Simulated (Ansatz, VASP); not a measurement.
Zn: VASP beside Ansatz

```
CELL_PARAMETERS angstrom
0.00000 2.02286 2.02286
2.02286 0.00000 2.02286
2.02286 2.02286 0.00000
ATOMIC_POSITIONS crystal
Zn 0.00000 0.00000 0.00000
```

Alike in both runs: task single point; functional PBEsol; k mesh 18 × 18 × 18; occupations gaussian, width 0.1 eV; no spin polarisation.

|  | VASP | Ansatz |
| --- | --- | --- |
| version | VASP 6.6.1 | Ansatz 0.2.0 |
| potentials or method | VASP PAW PBE potentials, release 64 (Zn), cutoff 520 eV | scalar-relativistic, plane waves, PAW |
| valence electrons in the cell | 12 | 12 |

```csv
,VASP,Ansatz,Ansatz less VASP
gap on the k mesh at the Fermi level (eV),none,none,-
pressure (GPa),-8.8,-9.1,-0.26
```

VASP's potentials were made for PBE, not for PBEsol. A gap of «none» marks a metal or a gap that the smearing closes.
